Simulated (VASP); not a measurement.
A run of VASP 6.6.1 is set up as follows.

The input INCAR:

```
SYSTEM = Ba
PREC     = Accurate       ! precision mode
ENCUT    = 520            ! plane-wave cutoff, eV
EDIFF    = 1E-6           ! SCF threshold, eV
ISMEAR   = 0              ! smearing method
SIGMA    = 0.03           ! smearing width, eV
LREAL    = .False.        ! projectors in reciprocal space
LASPH    = .True.         ! aspherical terms in the spheres
NELM     = 100            ! most SCF steps
ALGO     = Normal         ! electronic algorithm
ISIF     = 2              ! what is computed and relaxed
LWAVE    = .False.        ! write WAVECAR
LCHARG   = .True.         ! write CHGCAR
GGA      = PE             ! functional
LELF     = .True.         ! ELF
LVHAR    = .True.       
NBANDS   = 11             ! bands
```

KPOINTS

```
regular mesh
0
Gamma
  9 9 9
  0 0 0
```

File POSCAR:

```
Ba
1.0
   -2.5124914082      2.5124914082      2.5124914082
    2.5124914082     -2.5124914082      2.5124914082
    2.5124914082      2.5124914082     -2.5124914082
Ba
1
Direct
    0.0000000000      0.0000000000      0.0000000000
```

Potentials or basis: VASP PAW PBE potentials, release 64 (Ba_sv).

Launch:

```bash
$ cat potpaw_PBE.64/Ba_sv/POTCAR > POTCAR
$ mpirun -np 1 vasp_std > vasp.out
```

**Question.** Estimate the band gap on the k mesh.

**Answer.** Zero (bands 5 and 6 overlap by 0.91 eV).

**Question.** Predict the pressure.

**Answer.** 0.1 GPa.

Caveat: spin-orbit coupling is left out, which moves the levels of the heavy elements.
